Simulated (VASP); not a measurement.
H: single point with PBE+D3(BJ)

Crystal: H.

```
H
1.0
     2.78212    0.00000    0.00000
     0.00000    2.78212    0.00000
     0.00000    0.00000    1.00501
H
1
Direct
  0.00000 0.00000 0.50000
```

This cell differs from its parent crystal: strain +0.050 along x and y, +0.025 along z.

```
Program                : VASP 6.6.1
Task                   : single point
Functional             : PBE
Dispersion             : D3(BJ)
Potentials or basis    : VASP PAW PBE potentials, release 64 (H)
Cutoff                 : 520 eV
k mesh                 : 10 × 10 × 26
Occupations            : gaussian, width 0.05 eV
Spin                   : no spin polarisation
Dipole correction      : no
Further INCAR settings : ALGO = Normal; EDIFF = 1e-06; NBANDS = 6
```

| Property | Result |
| --- | --- |
| Pressure | -2.2 GPa |
| Dispersion energy per atom | -0.066 eV |

Stress tensor (GPa, compression positive):
```
-0.26  0.00  0.00
 0.00 -0.26  0.00
 0.00  0.00 -6.19
```

Levels at points of the mesh, in eV from the Fermi level:
| k point | band 1 | band 2 | band 3 | band 4 | band 5 |
| --- | --- | --- | --- | --- | --- |
| (0.00, 0.00, 0.00) | -10.22 | 9.15 | 14.63 | 14.63 | 17.60 |
| (0.50, 0.00, 0.00) | -9.06 | 3.05 | 15.29 | 17.26 | 22.72 |
| (0.50, 0.50, 0.00) | -8.13 | 6.44 | 6.44 | 9.77 | 34.88 |
| (0.00, 0.00, 0.50) | 22.90 | 30.44 | 44.52 | 49.09 | 51.45 |
| (0.50, 0.00, 0.50) | 23.56 | 32.38 | 40.12 | 40.44 | 51.04 |
| (0.50, 0.50, 0.50) | 24.10 | 33.99 | 43.44 | 43.44 | 43.92 |

Run time: 6.8 s on 1 thread of Intel Xeon 6975P-C, with other jobs on the host, peak memory 0.13 GiB.

Caveat: the cell differs from its parent crystal (strain +0.050 along x and y, +0.025 along z); pairwise dispersion overbinds metals, which lowers pressure and volume.
